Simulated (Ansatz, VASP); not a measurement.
**One calculation of Ti, two programs**

The input INCAR:

```
PREC     = Accurate       # precision mode
ENCUT    = 400            # plane-wave cutoff, eV
EDIFF    = 1E-6           # SCF threshold, eV
ISMEAR   = 1              # smearing method
SIGMA    = 0.1            # smearing width, eV
LREAL    = F              # projectors in reciprocal space
LASPH    = T              # aspherical terms in the spheres
NELM     = 120            # most SCF steps
ALGO     = Normal         # electronic algorithm
ISIF     = 2              # what is computed and relaxed
LWAVE    = F              # write WAVECAR
LCHARG   = T              # write CHGCAR
LDIPOL   = T            
IDIPOL   = 3            
DIPOL    = 0.5 0.5 0.340
GGA      = CA             # functional
LELF     = T              # ELF
LVHAR    = T            
LVACPOTAV= T            
NBANDS   = 84             # bands
GGA_COMPAT= F            
NELMDL   = -8
```

The input KPOINTS:

```
Automatic mesh
0
Gamma
  9 9 1
```

Contents of POSCAR:

```
Ti
1.0
   -0.0000000285      4.9574646612      0.0000000000
   -4.2932903207     -2.4787323553      0.0000000000
    0.0000000000      0.0000000000     27.3778051051
Ti
12
Direct
    0.6666666667      0.6666666667      0.2191556254
    0.3333333333      1.0000000000      0.2191556254
    1.0000000000      0.3333333333      0.2191556254
    0.3333333333      0.3333333333      0.2962708042
    0.0000000000      0.6666666667      0.2960764590
    0.6666666667      0.0000000000      0.2962829508
    0.6695985294      0.6746825956      0.3820865601
    0.3384173995      0.9970681372      0.3820865601
    0.9919840711      0.3282492672      0.3820865601
    0.3333333333      0.3333333333      0.4617889707
    0.0000000000      0.6666666667      0.4630354220
    0.6666666667      0.0000000000      0.4646381716
```

Input for Ansatz:

```yaml
crystal:
  lattice:
    - [-2.85e-08, 4.9574646612, 0.0]
    - [-4.2932903207, -2.4787323553, 0.0]
    - [0.0, 0.0, 27.3778051051]
  atoms:
    - { symbol: Ti, position: [0.6666666667, 0.6666666667, 0.2191556254] }
    - { symbol: Ti, position: [0.3333333333, 1.0, 0.2191556254] }
    - { symbol: Ti, position: [1.0, 0.3333333333, 0.2191556254] }
    - { symbol: Ti, position: [0.3333333333, 0.3333333333, 0.2962708042] }
    - { symbol: Ti, position: [0.0, 0.6666666667, 0.296076459] }
    - { symbol: Ti, position: [0.6666666667, 0.0, 0.2962829508] }
    - { symbol: Ti, position: [0.6695985294, 0.6746825956, 0.3820865601] }
    - { symbol: Ti, position: [0.3384173995, 0.9970681372, 0.3820865601] }
    - { symbol: Ti, position: [0.9919840711, 0.3282492672, 0.3820865601] }
    - { symbol: Ti, position: [0.3333333333, 0.3333333333, 0.4617889707] }
    - { symbol: Ti, position: [0.0, 0.6666666667, 0.463035422] }
    - { symbol: Ti, position: [0.6666666667, 0.0, 0.4646381716] }
basis:
  ecutwfc: 420
kpoints:
  mp_grid: { grid: [9, 9, 1] }
hamiltonian:
  xc: lda
  pseudopotentials: { kind: paw, azcp: { folder: soft_1 } }
scf:
  occupations: { method: methfessel_paxton, width: 0.1 }
  n_extra_bands: 14
  max_iter: 160
output:
  forces: true
  eigenvalues: true
efield:
  axis: 3
  dipole_correction: true
```

Alike in both runs: task single point; functional LDA; k mesh 9 × 9 × 1; occupations methfessel-paxton of order 1, width 0.1 eV; no spin polarisation.

|  | VASP | Ansatz |
| --- | --- | --- |
| version | VASP 6.6.1 | Ansatz 0.2.0 |
| potentials or method | VASP PAW LDA potentials, release 64 (Ti_sv), cutoff 400 eV | scalar-relativistic, plane waves, PAW |
| valence electrons in the cell | 144 | 144 |

VASP gave:

| Item | Value |
| --- | --- |
| gap on the k mesh at the Fermi level (eV) | none |
| rms of the force components (eV/Å) | 0.200 |

Q: Which values does Ansatz return?

A: gap on the k mesh at the Fermi level (eV): none; rms of the force components (eV/Å): 0.204.

Ansatz warns that its potentials were made for another functional, while VASP's fit it. LDA's correlation is that of Perdew and Zunger in VASP and of Perdew and Wang (1992) in Ansatz. Atom by atom the forces differ by 0.008 eV/Å (rms over components). A gap of «none» marks a metal or a gap that the smearing closes. Ansatz's warnings: vacuum below fermi.
